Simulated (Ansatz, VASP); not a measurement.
# LiCo3Pt in VASP and in Ansatz

```
Li Co Pt
1.0
     3.78973    0.00000    0.00000
     0.00000    3.78973    0.00000
     0.00000    0.00000    3.78973
Li Co Pt
1 3 1
Direct
  0.00000 0.00000 0.00000
  0.00000 0.50000 0.50000
  0.50000 0.00000 0.50000
  0.50000 0.50000 0.00000
  0.50000 0.50000 0.50000
```

Alike in both runs: task relaxation of cell and atoms; functional PBE; k mesh 4 × 4 × 4; occupations gaussian, width 0.1 eV; no spin polarisation.

```csv
,VASP,Ansatz
version,VASP 6.6.1,Ansatz 0.2.0
potentials or method,"VASP PAW PBE potentials, release 64 (Li_sv, Co, Pt), cutoff 600 eV","scalar-relativistic, plane waves, PAW"
valence electrons in the cell,40,72
```

Ansatz gave:

| Item | Value |
| --- | --- |
| gap on the k mesh at the Fermi level, each at its own relaxed structure (eV) | none |
| relaxed volume (Å³/atom) | 18.93 |
| relaxed cell length with the largest relative difference (Å) | 4.557 |

Problem. What did VASP give for the same quantities?

Solution. gap on the k mesh at the Fermi level, each at its own relaxed structure (eV): none; relaxed volume (Å³/atom): 18.80; relaxed cell length with the largest relative difference (Å): 4.547.

A gap of «none» marks a metal or a gap that the smearing closes. VASP's potentials hold 40 valence electrons a cell and Ansatz's 72, so a difference there can come from the potentials and not from the codes.

The k mesh is coarse, so the values compare programs but aren't converged. Spin-orbit coupling is off throughout. Noted on VASP's run: the cutoff is short for stress, so the pressure is rough; the volume moved by over 15 % at a fixed basis, so the end points are rough.
